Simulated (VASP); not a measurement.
Set up this calculation in VASP 6.6.1, as the native input.

```yaml
Task: single point
Functional: PBEsol
Potentials_or_basis: VASP PAW PBE potentials, release 64 (Zr_sv, N)
Cutoff: 520 eV
k_mesh: 12 × 12 × 12
Occupations: gaussian, width 0.1 eV
Spin: no spin polarisation
Dipole_correction: no
Further_INCAR_settings: ALGO = Normal; EDIFF = 1e-06; NBANDS = 57
```

The structure of Zr3N2 lies in POSCAR:

```
Zr3N2
1.0
    2.7126911609      1.5661729720      5.0334586412
   -2.7126911609      1.5661729720      5.0334586412
    0.0000000000     -3.1323459439      5.0334586412
Zr N
6 4
Direct
    0.4222059178      0.0777940822      0.7500000000
    0.0777940822      0.7500000000      0.4222059178
    0.7500000000      0.4222059178      0.0777940822
    0.2500000000      0.5777940822      0.9222059178
    0.9222059178      0.2500000000      0.5777940822
    0.5777940822      0.9222059178      0.2500000000
    0.3381198861      0.3381198861      0.3381198861
    0.1618801139      0.1618801139      0.1618801139
    0.8381198861      0.8381198861      0.8381198861
    0.6618801139      0.6618801139      0.6618801139
```

This cell differs from its parent crystal: volume scaled by 0.91, then relaxed in part.

The input as run:

INCAR

```
  ALGO = Normal
  EDIFF = 1E-6
  ENCUT = 520
  GGA = PS
  ISIF = 2
  ISMEAR = 0
  LASPH = True
  LCHARG = False
  LREAL = False
  LWAVE = False
  NBANDS = 57
  NELM = 60
  PREC = Accurate
  SIGMA = 0.1
```

KPOINTS

```
k-points
0
Gamma
  12 12 12
```

Potentials or basis: VASP PAW PBE potentials, release 64 (Zr_sv, N).

The run is started by

```bash
$ cat potpaw_PBE.64/Zr_sv/POTCAR potpaw_PBE.64/N/POTCAR > POTCAR
$ mpirun -np 1 vasp_std > vasp.out
```

It gave:

```yaml
Pressure: 24.5 GPa
Largest_force: 0.015 eV/Å
Band_gap_on_the_k_mesh: zero (band 46 reaches 11.94 eV, above the bottom of band 47 at 11.13 eV)
```

Caveat: the PAW data sets were made with another functional, which shifts forces and pressure a little.

Run time: 54 min on 1 thread of AMD EPYC 7R13 Processor (Zen 3) (shared host), peak memory 0.98 GiB.
